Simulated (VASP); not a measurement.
Wanted: the native input for a VASP 6.6.1 run.

| Quantity | Value |
| --- | --- |
| Task | single point |
| Functional | PBE |
| Potentials or basis | VASP PAW PBE potentials, release 64 (Cr_pv, Cd, C) |
| Cutoff | 520 eV |
| k mesh | 10 × 10 × 10 |
| Occupations | gaussian, width 0.1 eV |
| Spin | collinear spin |
| Starting moments | [1.65, 1.65, 1.65, 0.0, -0.12] μB |
| Dipole correction | no |
| Further INCAR settings | ALGO = Normal; EDIFF = 1e-06; NBANDS = 38 |

The structure of Cr3CdC lies in POSCAR:

```
Cr3CdC
1.0
    4.0117237966      0.0000000000      0.0000000000
    0.0000000000      4.0117237966      0.0000000000
    0.0000000000      0.0000000000      4.0117237966
Cr Cd C
3 1 1
Direct
    0.0000000000      0.5000000000      0.5000000000
    0.5000000000      0.0000000000      0.5000000000
    0.5000000000      0.5000000000      0.0000000000
    0.0000000000      0.0000000000      0.0000000000
    0.5000000000      0.5000000000      0.5000000000
```

The input as run:

INCAR

```
SYSTEM = Cr3CdC
PREC = Accurate
ENCUT = 520
EDIFF = 1E-6
ISMEAR = 0
SIGMA = 0.1
LREAL = .FALSE.
LASPH = .TRUE.
NELM = 150
ALGO = Normal
ISIF = 2
LWAVE = .FALSE.
LCHARG = .FALSE.
ISPIN = 2
MAGMOM = 1.65 1.65 1.65 0 -0.12
LORBIT = 11
LMAXMIX = 4
GGA = PE
NBANDS = 38
```

KPOINTS

```
regular mesh
0
G
  10 10 10
  0 0 0
```

Potentials or basis: VASP PAW PBE potentials, release 64 (Cr_pv, Cd, C).

Run with:

```console
$ cat potpaw_PBE.64/Cr_pv/POTCAR potpaw_PBE.64/Cd/POTCAR potpaw_PBE.64/C/POTCAR > POTCAR
$ mpirun -np 1 vasp_std > vasp.out
```

Results of the run:

The pressure is 0.7 GPa and the net moment is 6.19 μB per cell. The site moments are Cr +2.04; Cd -0.04; C -0.13 μB and the valence electrons inside the program's atomic spheres are Cr 10.81; Cd 10.49; C 2.45.

Run time: 6.3 min on 1 thread of Intel(R) Xeon(R) Platinum 8488C (Sapphire Rapids), with other jobs on the host, peak memory 0.33 GiB.
